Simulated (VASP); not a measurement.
Write the native input for VASP 6.6.1 that does the following.

```yaml
Task: single point
Functional: PBE
Potentials_or_basis: VASP PAW PBE potentials, release 64 (Zr_sv, C)
Cutoff: 520 eV
k_mesh: 6 × 6 × 6
Occupations: gaussian, width 0.1 eV
Spin: no spin polarisation
Dipole_correction: no
Further_INCAR_settings: ALGO = Normal; EDIFF = 1e-07; NBANDS = 20
```

The structure of ZrC3 lies in POSCAR:

```
ZrC3
1.0
    2.2313023480      1.2882430112      2.6174976787
   -2.2313023480      1.2882430112      2.6174976787
    0.0000000000     -2.5764860225      2.6174976786
Zr C
1 3
Direct
    0.4673253309      0.4673253309      0.4673253309
   -0.0326760793      0.7776530686      0.1569832952
    0.7776530686      0.1569832952     -0.0326760793
    0.1569832952     -0.0326760793      0.7776530686
```

These files were run (other wordings do the same):

INCAR

```
ALGO = Normal ; EDIFF = 1E-7
ENCUT = 520 ; GGA = PE
ISIF = 2 ; ISMEAR = 0
LASPH = True ; LCHARG = False
LREAL = False ; LWAVE = False
NBANDS = 20 ; NELM = 60
PREC = Accurate ; SIGMA = 0.1
```

KPOINTS

```
k-points
0
Gamma
  6 6 6
```

Potentials or basis: VASP PAW PBE potentials, release 64 (Zr_sv, C).

Launch:

```bash
$ cat potpaw_PBE.64/Zr_sv/POTCAR potpaw_PBE.64/C/POTCAR > POTCAR
$ mpirun -np 1 vasp_std > vasp.out
```

Results of the run:

```json
{
  "Pressure": "0.4 GPa",
  "Largest force": "0.118 eV/Å",
  "Band gap on the k mesh": "zero (band 12 reaches 9.22 eV, above the bottom of band 13 at 6.09 eV)"
}
```

It took 24 s on 1 thread of Intel(R) Xeon(R) 6975P-C (Granite Rapids) (shared host), peak memory 0.17 GiB.
